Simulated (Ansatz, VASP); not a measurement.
**One calculation of Ti, two programs**

```
Ti
1.0
     3.07210    0.00000    0.00000
    -1.53605    2.66052    0.00000
     0.00000    0.00000    5.19500
Ti
2
Direct
  0.33333 0.66667 0.25000
  0.66667 0.33333 0.75000
```

Alike in both runs: task single point; functional r2SCAN; k mesh 18 × 18 × 10; no spin polarisation.

|  | VASP | Ansatz |
| --- | --- | --- |
| version | VASP 6.6.1 | Ansatz 0.2.0 |
| potentials or method | VASP PAW PBE potentials, release 64 (Ti_sv), cutoff 520 eV | scalar-relativistic, plane waves, PAW |
| occupations | methfessel-paxton of order 1, width 0.05 eV | cold, width 0.05 eV |
| valence electrons in the cell | 24 | 24 |

Ansatz gave:

* gap on the k mesh at the Fermi level (eV): none
* pressure (GPa): -16.5
* traceless stress, the component that is largest in VASP (GPa): -4.36

**Question.** Which values does VASP return?

**Answer.** gap on the k mesh at the Fermi level (eV): none; pressure (GPa): -16.3; traceless stress, the component that is largest in VASP (GPa): -4.35.

VASP's potentials were made for PBE, not for r2SCAN. A gap of «none» marks a metal or a gap that the smearing closes.
